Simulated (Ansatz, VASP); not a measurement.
**Cd4SeS3 in VASP and in Ansatz**

```
Cd Se S
1.0
     4.27485   -0.06471   -0.02788
    -0.06471    4.28502    0.00325
    -0.07861    0.00917   11.75963
Cd Se S
4 1 3
Direct
  0.49050 0.01196 0.62096
  0.00384 0.48257 0.86376
  0.49468 0.99698 0.13374
  0.02961 0.53726 0.36974
  0.02390 0.98406 0.99764
  0.50866 0.49150 0.25884
  0.96711 0.01343 0.49962
  0.48170 0.48224 0.75569
```

Change from the starting cell: cell x1, atoms moved at random (sigma 0.1 Å) and cell strained at random (1.5 %), then relaxed without symmetry.

Alike in both runs: task relaxation of cell and atoms; functional PBE; k mesh 4 × 4 × 1; occupations gaussian, width 0.1 eV; no spin polarisation.

|  | VASP | Ansatz |
| --- | --- | --- |
| version | VASP 6.6.1 | Ansatz 0.2.0 |
| potentials or method | VASP PAW PBE potentials, release 64 (Cd, Se, S), cutoff 600 eV | scalar-relativistic, plane waves, PAW |
| valence electrons in the cell | 72 | 114 |

|  | VASP | Ansatz | Ansatz less VASP |
| --- | --- | --- | --- |
| gap on the k mesh at the Fermi level, each at its own relaxed structure (eV) | 0.83 | 0.84 | +0.012 |
| relaxed volume (Å³/atom) | 27.05 | 26.93 | -0.123 |
| relaxed cell length with the largest relative difference (Å) | 11.936 | 11.912 | -0.0233 |

VASP's potentials hold 72 valence electrons a cell and Ansatz's 114, so a difference there can come from the potentials and not from the codes.

The k mesh is coarse, so the values compare programs but aren't converged.
